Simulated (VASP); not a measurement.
## C: relaxation of cell and atoms with RPBE

The system is C.

```xyz
8
Lattice="3.7546 0.0000 0.0000 0.0000 3.7546 0.0000 0.0000 0.0000 3.7546" Properties=species:S:1:pos:R:3 pbc="T T T"
C     0.0000    0.0000    0.0000
C     1.8773    1.8773    1.8773
C     0.9387    0.0000    1.8773
C     2.8160    0.0000    1.8773
C     1.8773    0.9387    0.0000
C     1.8773    2.8160    0.0000
C     0.0000    1.8773    0.9387
C     0.0000    1.8773    2.8160
```

* Program: VASP 6.6.1
* Task: relaxation of cell and atoms
* Functional: RPBE
* Potentials or basis: VASP PAW PBE potentials, release 64 (C)
* Cutoff: 600 eV
* k mesh: 7 × 7 × 7
* Occupations: fermi-dirac, width 0.1 eV
* Spin: no spin polarisation
* Dipole correction: no
* Further INCAR settings: ALGO = Normal; EDIFF = 1e-07; IBRION = 2; EDIFFG = -0.01; NSW = 80; ISIF = 3

| Item | Value |
| --- | --- |
| Relaxed volume | 7.42 Å³/atom |
| Relaxed cell | a = 3.902 Å, b = 3.902 Å, c = 3.902 Å, α = 90.00°, β = 90.00°, γ = 90.00° |
| Space group after relaxing (to 0.05 Å) | Pm-3n (No. 223) |
| Energy gained by relaxing | 48.5 meV/atom |
| Ionic steps | 3 |
| Pressure after relaxing | 0.0 GPa |
| Band gap on the k mesh | zero (band 16 reaches 8.42 eV, above the bottom of band 17 at 6.08 eV) |

Step by step:
```tsv
step	energy change (eV)	largest force (eV/Å)	pressure (GPa)	volume (Å³)
1	0.0000	0.0000	21.02	52.93
2	-0.3864	0.0000	-1.08	59.86
3	-0.3879	0.0000	0.04	59.40
```

Final structure:
```
CELL_PARAMETERS angstrom
3.90170 0.00000 0.00000
0.00000 3.90170 0.00000
0.00000 0.00000 3.90170
ATOMIC_POSITIONS crystal
C 0.00000 0.00000 0.00000
C 0.50000 0.50000 0.50000
C 0.25000 0.00000 0.50000
C 0.75000 0.00000 0.50000
C 0.50000 0.25000 0.00000
C 0.50000 0.75000 0.00000
C 0.00000 0.50000 0.25000
C 0.00000 0.50000 0.75000
```

Levels at points of the mesh, in eV from the Fermi level:
| k point | band 14 | band 15 | band 16 | band 17 | band 18 | band 19 |
| --- | --- | --- | --- | --- | --- | --- |
| (0.00, 0.00, 0.00) | -3.12 | -3.12 | -3.12 | -0.92 | -0.92 | -0.92 |

Run time: 32 s on 1 thread of Intel(R) Xeon(R) 6975P-C (Granite Rapids) (shared host), peak memory 0.16 GiB.

Caveat: the PAW data sets were made with another functional, which shifts forces and pressure a little.
